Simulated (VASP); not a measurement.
# Hf3TiO8 (Cmmm) in VASP: single point with PBE+U

Aim: the single point of Hf3TiO8 with PBE+U.

Everything below comes from runs of VASP 6.6.1. Logs are shortened: lines on timing, memory, paths and dates and some standing lists are left out, and cuts for length are marked.

## 1. The cell of the first run

It takes space group Cmmm (No. 65, orthorhombic). The conventional cell has a = 6.810 Å, b = 6.821 Å, c = 6.350 Å, α = 90.00°, β = 90.00°, γ = 90.00°. Within 2.8 Å of Hf (site symmetry mmm) lie 6 O at 2.08 to 2.11 Å. Hf (site symmetry mm2) has 6 O at 2.09 to 2.11 Å within 2.8 Å. Within 2.6 Å of Ti (site symmetry mmm) lie 6 O at 1.99 to 2.01 Å. Within 2.6 Å of O (site symmetry m) lie 1 Ti at 1.99 Å and 2 Hf at 2.11 Å and 1 O at 2.60 Å. Within 2.8 Å of O (site symmetry 2mm) lie 3 Hf at 2.08 to 2.09 Å and 1 O at 2.65 Å. O (site symmetry 2mm) has 1 Ti at 2.01 Å and 2 Hf at 2.09 Å and 9 O at 2.78 to 2.95 Å within 3.0 Å.

## 2. Single point, PBE+U

INCAR reads:

```
SYSTEM = Hf3TiO8
ALGO = Normal
EDIFF = 1E-7
ENCUT = 520
GGA = PE
ISIF = 2
ISMEAR = 0
LASPH = .TRUE.
LCHARG = .FALSE.
LDAU = .TRUE.
LDAUJ = 0 0 0
LDAUL = -1 2 -1
LDAUPRINT = 1
LDAUTYPE = 2
LDAUU = 0 4 0
LMAXMIX = 4
LREAL = .FALSE.
LWAVE = .FALSE.
NBANDS = 57
NELM = 150
PREC = Accurate
SIGMA = 0.02
```

KPOINTS reads:

```
k-points
0
G
  6 6 4
  0 0 0
```

POSCAR reads:

```
Hf3TiO8
1.0
    3.4049348717     -3.4105026156      0.0000000000
    3.4049348717      3.4105026156      0.0000000000
    0.0000000000      0.0000000000      6.3495817497
Hf Ti O
3 1 8
Direct
    0.5000000000      0.5000000000      0.0000000000
    0.0000000000      0.0000000000      0.2545835473
    0.0000000000      0.0000000000      0.7454164527
    0.5000000000      0.5000000000      0.5000000000
    0.3094728116      0.6905271884      0.2619134704
    0.3094728116      0.6905271884      0.7380865296
    0.8054824186      0.8054824186      0.0000000000
    0.7957987735      0.7957987735      0.5000000000
    0.1945175814      0.1945175814      0.0000000000
    0.2042012265      0.2042012265      0.5000000000
    0.6905271884      0.3094728116      0.2619134704
    0.6905271884      0.3094728116      0.7380865296
```

Potentials or basis: VASP PAW PBE potentials, release 64 (Hf_pv, Ti_sv, O).

Run with:

```sh
> cat potpaw_PBE.64/Hf_pv/POTCAR potpaw_PBE.64/Ti_sv/POTCAR potpaw_PBE.64/O/POTCAR > POTCAR
> mpirun -np 1 vasp_std > vasp.out
```

OUTCAR:

```text
SYSTEM = Hf3TiO8
   EDIFF = 1E-7
   ENCUT = 520
   GGA = PE
   ISIF = 2
   ISMEAR = 0
   LASPH = .TRUE.
   LREAL = .FALSE.
   NELM = 150
   PREC = Accurate

 ion  position               nearest neighbor table
   1  0.500  0.500  0.000-   7 2.08   9 2.08   5 2.11   6 2.11  11 2.11  12 2.11   4 3.17   4 3.17
                             2 3.77   3 3.77   2 3.77   3 3.77   2 3.77   3 3.77   2 3.77   3 3.77
   2  0.000  0.000  0.255-   8 2.09  10 2.09   9 2.09   7 2.09   5 2.11  11 2.11   3 3.12   3 3.23
                             1 3.77   1 3.77   1 3.77   1 3.77
   3  0.000  0.000  0.745-   8 2.09  10 2.09   9 2.09   7 2.09   6 2.11  12 2.11   2 3.12   2 3.23
                             1 3.77   1 3.77   1 3.77   1 3.77
   4  0.500  0.500  0.500-   5 1.99   6 1.99  11 1.99  12 1.99   8 2.01  10 2.01   1 3.17   1 3.17

   5  0.309  0.691  0.262-   4 1.99   1 2.11   2 2.11
   6  0.309  0.691  0.738-   4 1.99   1 2.11   3 2.11
   7  0.805  0.805  0.000-   1 2.08   2 2.09   3 2.09
   8  0.796  0.796  0.500-   4 2.01   3 2.09   2 2.09
   9  0.195  0.195  0.000-   1 2.08   2 2.09   3 2.09
  10  0.204  0.204  0.500-   4 2.01   3 2.09   2 2.09
  11  0.691  0.309  0.262-   4 1.99   1 2.11   2 2.11
  12  0.691  0.309  0.738-   4 1.99   1 2.11   3 2.11

  LATTYP: Found a base centered orthorhombic cell.
 ALAT       =     6.8098697434
 B/A-ratio  =     1.0016351984
 C/A-ratio  =     0.9324086934

  Lattice vectors:

 A1 = (   3.4049348717,  -3.4105026156,   0.0000000000)
 A2 = (   3.4049348717,   3.4105026156,   0.0000000000)
 A3 = (   0.0000000000,   0.0000000000,   6.3495817497)

Analysis of symmetry for initial positions (statically):
=====================================================================
 Subroutine PRICEL returns:
 Original cell was already a primitive cell.

 Routine SETGRP: Setting up the symmetry group for a
 base centered orthorhombic supercell.

 Subroutine GETGRP returns: Found  8 space group operations
 (whereof  8 operations were pure point group operations)
 out of a pool of  8 trial point group operations.

[... 200 lines left out ...]
  o =  0.0913  v =  0.0000  0.0000  0.0000 -1.0000  0.0000  0.0000  0.0000  0.0000  0.0000  0.0000      0.0000  0.0000  0.0000  0.0000  0.0000  0.0000  0.0000  0.0000  0.0000  0.0000
  o =  0.0913  v =  0.0000  0.0000  0.0000  0.0000  0.0000  0.0000  0.0000  0.0000 -1.0000  0.0000      0.0000  0.0000  0.0000  0.0000  0.0000  0.0000  0.0000  0.0000  0.0000  0.0000
  o =  0.0946  v =  0.0000  0.0000  0.0000  0.0000  0.0000  1.0000  0.0000  0.0000  0.0000  0.0000      0.0000  0.0000  0.0000  0.0000  0.0000  0.0000  0.0000  0.0000  0.0000  0.0000
  o =  0.0946  v =  1.0000  0.0000  0.0000  0.0000  0.0000  0.0000  0.0000  0.0000  0.0000  0.0000      0.0000  0.0000  0.0000  0.0000  0.0000  0.0000  0.0000  0.0000  0.0000  0.0000
  o =  0.2352  v =  0.0000  0.0000  0.0000  0.0000  0.0000  0.0000 -0.0000 -0.5569  0.0000  0.8306      0.0000  0.0000  0.0000  0.0000  0.0000  0.0000  0.0000  0.0000  0.0000  0.0000
  o =  0.2352  v =  0.0000 -0.0000 -0.5569  0.0000  0.8306  0.0000  0.0000  0.0000  0.0000  0.0000      0.0000  0.0000  0.0000  0.0000  0.0000  0.0000  0.0000  0.0000  0.0000  0.0000
  o =  0.2580  v =  0.0000  0.0000  0.0000  0.0000  0.0000  0.0000 -1.0000  0.0000  0.0000 -0.0000      0.0000  0.0000  0.0000  0.0000  0.0000  0.0000  0.0000  0.0000  0.0000  0.0000
  o =  0.2580  v =  0.0000 -1.0000  0.0000  0.0000 -0.0000  0.0000  0.0000  0.0000  0.0000  0.0000      0.0000  0.0000  0.0000  0.0000  0.0000  0.0000  0.0000  0.0000  0.0000  0.0000

 number of electron      89.9999987 magnetization

 Free energy of the ion-electron system (eV)
  ---------------------------------------------------
  ext. energy  EPLUGINS =         0.00000000
  ---------------------------------------------------
  free energy    TOTEN  =      -115.40874930 eV

  energy without entropy =     -115.40874930  energy(sigma->0) =     -115.40874930

 E-fermi :   2.8978     XC(G=0): -10.9116

 val. band max:        2.7955214863   @ k =   0.0000   0.0000   0.0000
 cond. band min:       5.7966769534   @ k =   0.5000   0.5000   0.0000
 fundamental gap:      3.0011554671
 Fermi energy:         2.8977627207

 k-point     1 :       0.0000    0.0000    0.0000
  band No.  band energies     occupation
      1     -55.2294      2.00000
      2     -31.4269      2.00000
      3     -31.3792      2.00000
      4     -31.3616      2.00000
      5     -27.0907      2.00000
      6     -26.8499      2.00000
[... 1429 lines left out ...]
     56       8.6860      0.00000
     57       9.0563      0.00000

 [... further k-points ...]

------------------------ aborting loop because EDIFF is reached ----------------------------------------

  FORCE on cell =-STRESS in cart. coord.  units (eV):
  Direction    XX          YY          ZZ          XY          YZ          ZX
  --------------------------------------------------------------------------------------
  -------------------------------------------------------------------------------------
  Total       -0.6256999     -0.8008642     -0.3439868      0.0000000      0.0000000      0.0000000
  in kB       -6.7978934     -8.7009598     -3.7372322      0.0000000      0.0000000      0.0000000
  external PRESSURE =      -6.4120285 kB  Pullay stress =       0.0000000 kB

 VOLUME and BASIS-vectors are now :
 -----------------------------------------------------------------------------
  energy-cutoff  :      520.00
  volume of cell :      147.47
      direct lattice vectors                 reciprocal lattice vectors
     3.404934872 -3.410502616  0.000000000     0.146845687 -0.146605957  0.000000000
     3.404934872  3.410502616  0.000000000     0.146845687  0.146605957  0.000000000
     0.000000000  0.000000000  6.349581750     0.000000000  0.000000000  0.157490688

 POSITION                                       TOTAL-FORCE (eV/Angst)
 -----------------------------------------------------------------------------------
      3.40493      0.00000      0.00000        -0.000000      0.000000     -0.000000
      0.00000      0.00000      1.61650        -0.000000      0.000000     -0.053519
      0.00000      0.00000      4.73308        -0.000000      0.000000      0.053519
      3.40493      0.00000      3.17479        -0.000000      0.000000     -0.000000
      3.40493      1.29959      1.66304        -0.000000      0.244423     -0.355952
      3.40493      1.29959      4.68654        -0.000000      0.244423      0.355952
      5.48523      0.00000      0.00000         0.052360      0.000000     -0.000000
      5.41929      0.00000      3.17479         0.471139      0.000000     -0.000000
      1.32464      0.00000      0.00000        -0.052360      0.000000     -0.000000
      1.39058      0.00000      3.17479        -0.471139      0.000000     -0.000000
      3.40493     -1.29959      1.66304        -0.000000     -0.244423     -0.355952
      3.40493     -1.29959      4.68654        -0.000000     -0.244423      0.355952
 -----------------------------------------------------------------------------------
    total drift:                               -0.000000     -0.000000      0.000000

  FREE ENERGIE OF THE ION-ELECTRON SYSTEM (eV)
  ---------------------------------------------------
  free  energy   TOTEN  =      -115.4087493045 eV

  energy  without entropy=     -115.4087493045  energy(sigma->0) =     -115.40874930
```

stdout:

```text
POSCAR found type information on POSCAR HfTiO
 POSCAR found :  3 types and      12 ions
 scaLAPACK will be used
 LDA part: xc-table for (Slater+PW92), standard interpolation
 POSCAR, INCAR and KPOINTS ok, starting setup
 FFT: planning ... GRIDC
 FFT: planning ... GRID_SOFT
 FFT: planning ... GRID
 WAVECAR not read
 entering main loop
```

Wall time 5.7 min (1 thread of Intel Xeon Platinum 8259CL at 2.50GHz (Skylake/Cascade Lake), shared host); peak memory 0.41 GiB.

What came out:

```yaml
Free_energy: -115.4087 eV
Pressure: -0.6 GPa
Largest_force: 0.471 eV/Å
Band_gap_on_the_k_mesh: 3.00 eV (least direct gap 3.01 eV)
```

Forces in eV/Å, atoms in the order of the input:
```
Hf   0.000  0.000  0.000
Hf   0.000  0.000 -0.054
Hf   0.000  0.000  0.054
Ti   0.000  0.000  0.000
O    0.000  0.244 -0.356
O    0.000  0.244  0.356
O    0.052  0.000  0.000
O    0.471  0.000  0.000
O   -0.052  0.000  0.000
O   -0.471  0.000  0.000
O    0.000 -0.244 -0.356
O    0.000 -0.244  0.356
```

Stress tensor (GPa, compression positive):
```
-0.68  0.00  0.00
 0.00 -0.87  0.00
 0.00  0.00 -0.37
```

Eigenvalues of the final occupation matrices:
| site | spin | trace | eigenvalues |
| --- | --- | --- | --- |
| site 4 d | 1 | 0.76 | 0.08 0.09 0.09 0.24 0.26 |
| site 4 d | 2 | 0.76 | 0.08 0.09 0.09 0.24 0.26 |

Caveat: spin-orbit coupling is left out, which moves the levels of the heavy elements. A k mesh can miss the band edges.
